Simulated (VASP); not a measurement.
**HClF2: relaxation of cell and atoms with PBE+D3(BJ)**

Crystal: HClF2.

```xyz
4
Lattice="3.9947 0.0000 0.0000 0.0000 3.9947 0.0000 0.0000 0.0000 4.5809" Properties=species:S:1:pos:R:3 pbc="T T T"
H     1.9974    1.9974    1.8698
Cl    0.0000    0.0000    2.7285
F     1.9974    0.0000    2.4586
F     0.0000    1.9974    2.4586
```

The cell was generated, and may not be a known phase.

```json
{"Program": "VASP 6.6.1", "Task": "relaxation of cell and atoms", "Functional": "PBE", "Dispersion": "D3(BJ)", "Potentials or basis": "VASP PAW PBE potentials, release 64 (H, Cl, F)", "Cutoff": "600 eV", "k mesh": "4 × 4 × 4", "Occupations": "gaussian, width 0.1 eV", "Spin": "collinear spin", "Starting moments": "[0.0, 0.0, 1.0, 1.0] μB", "Dipole correction": "no", "Further INCAR settings": "ALGO = Normal; EDIFF = 1e-07; IBRION = 2; EDIFFG = -0.04; NSW = 90; ISIF = 3"}
```

```json
{"Relaxed volume": "15.56 Å³/atom", "Relaxed cell": "a = 4.184 Å, b = 4.184 Å, c = 3.556 Å, α = 90.00°, β = 90.00°, γ = 90.00°", "Space group after relaxing (to 0.1 Å)": "P4/mmm (No. 123)", "Energy gained by relaxing": "76.5 meV/atom", "Ionic steps": "17", "Pressure after relaxing": "0.1 GPa", "Largest force after relaxing": "0.032 eV/Å", "Net moment": "-1.00 μB per cell", "Site moments": "H -0.24; Cl -0.24; F -0.09 μB", "Valence electrons inside the program's atomic spheres": "H 0.30; Cl 4.78; F 5.93", "Dispersion energy per atom": "-0.066 eV"}
```

Forces in eV/Å, atoms in the order of the input:
```
H    0.000  0.000  0.021
Cl   0.000  0.000  0.032
F    0.000  0.000 -0.027
F    0.000  0.000 -0.027
```

Stress tensor (GPa, compression positive):
```
0.04 0.00 0.00
0.00 0.04 0.00
0.00 0.00 0.12
```

Step by step:
```csv
step,energy change (eV),largest force (eV/Å),pressure (GPa),volume (Å³)
1,0.0000,0.3264,4.36,73.10
2,-0.1236,0.3641,-0.25,78.44
3,-0.1241,0.3637,-0.61,78.98
4,-0.1242,0.3639,-0.53,78.85
5,-0.1365,0.2934,-0.50,78.39
6,-0.1644,0.2235,-0.44,77.00
7,-0.1957,0.2303,-0.46,74.21
8,-0.2123,0.3711,-1.04,68.54
9,-0.2163,0.2465,-0.66,71.48
10,-0.2438,0.2084,0.33,68.55
11,-0.2583,0.1463,1.87,64.75
12,-0.2669,0.1348,1.77,64.35
13,-0.2879,0.0919,1.42,63.16
14,-0.3035,0.0208,0.70,60.71
15,-0.3037,0.0238,0.77,60.95
16,-0.3053,0.0274,0.46,61.51
17,-0.3062,0.0323,0.07,62.24
```

Final structure:
```yaml
crystal:
  lattice:
    - [4.18357, 0.00000, 0.00000]
    - [0.00000, 4.18357, 0.00000]
    - [0.00000, 0.00000, 3.55596]
  atoms:
    - { symbol: H, position: [0.50000, 0.50000, 0.51872] }
    - { symbol: Cl, position: [0.00000, 0.00000, 0.51062] }
    - { symbol: F, position: [0.50000, 0.00000, 0.52395] }
    - { symbol: F, position: [0.00000, 0.50000, 0.52395] }
```

Levels at points of the mesh, in eV from the Fermi level:
Spin up:
```
           k point  band 6  band 7  band 8  band 9  band 10  band 11  band 12  band 13  band 14  band 15
(0.00, 0.00, 0.00)   -4.33   -3.74   -3.74   -3.22    -0.93     1.38     1.97     1.97     7.52    11.63
(0.50, 0.00, 0.00)   -4.01   -3.93   -3.74   -3.44    -1.61    -1.36     1.81     2.73     7.88    10.63
(0.50, 0.50, 0.00)   -3.44   -3.44   -3.25   -3.07    -2.24    -2.24    -2.03     3.66     9.54    10.20
(0.00, 0.00, 0.50)   -5.26   -3.70   -3.70   -3.48    -1.63     2.04     2.04     2.16     8.55    10.15
(0.50, 0.00, 0.50)   -4.69   -3.96   -3.84   -3.73    -2.15    -1.49     1.89     3.32     7.88    10.88
(0.50, 0.50, 0.50)   -3.81   -3.81   -3.41   -3.23    -2.93    -2.07    -2.07     4.17     8.87    10.04
```
Spin down:
| k point | band 7 | band 8 | band 9 | band 10 | band 11 | band 12 | band 13 | band 14 | band 15 | band 16 |
| --- | --- | --- | --- | --- | --- | --- | --- | --- | --- | --- |
| (0.00, 0.00, 0.00) | -3.86 | -3.86 | -3.31 | -1.72 | -1.07 | 1.53 | 1.53 | 7.10 | 11.42 | 13.41 |
| (0.50, 0.00, 0.00) | -4.12 | -3.95 | -3.53 | -2.04 | -1.50 | -0.08 | 1.37 | 7.83 | 10.07 | 11.21 |
| (0.50, 0.50, 0.00) | -3.53 | -3.40 | -3.34 | -2.63 | -2.63 | -2.18 | 0.85 | 9.46 | 10.10 | 10.10 |
| (0.00, 0.00, 0.50) | -3.83 | -3.83 | -3.56 | -1.75 | -1.31 | 1.60 | 1.60 | 8.14 | 10.10 | 10.10 |
| (0.50, 0.00, 0.50) | -4.07 | -4.06 | -3.92 | -2.26 | -1.93 | 0.18 | 1.44 | 7.50 | 10.81 | 11.77 |
| (0.50, 0.50, 0.50) | -3.88 | -3.58 | -3.32 | -3.22 | -2.47 | -2.47 | 1.06 | 8.23 | 10.02 | 10.02 |

Run time: 6.8 min on 1 thread of Intel(R) Xeon(R) Platinum 8488C (Sapphire Rapids), with other jobs on the host, peak memory 0.26 GiB.

Caveat: the k points lie up to 0.44 Å⁻¹ apart in the final cell; a cell axis changed by over 15 % at a fixed basis, so the end point is rough.
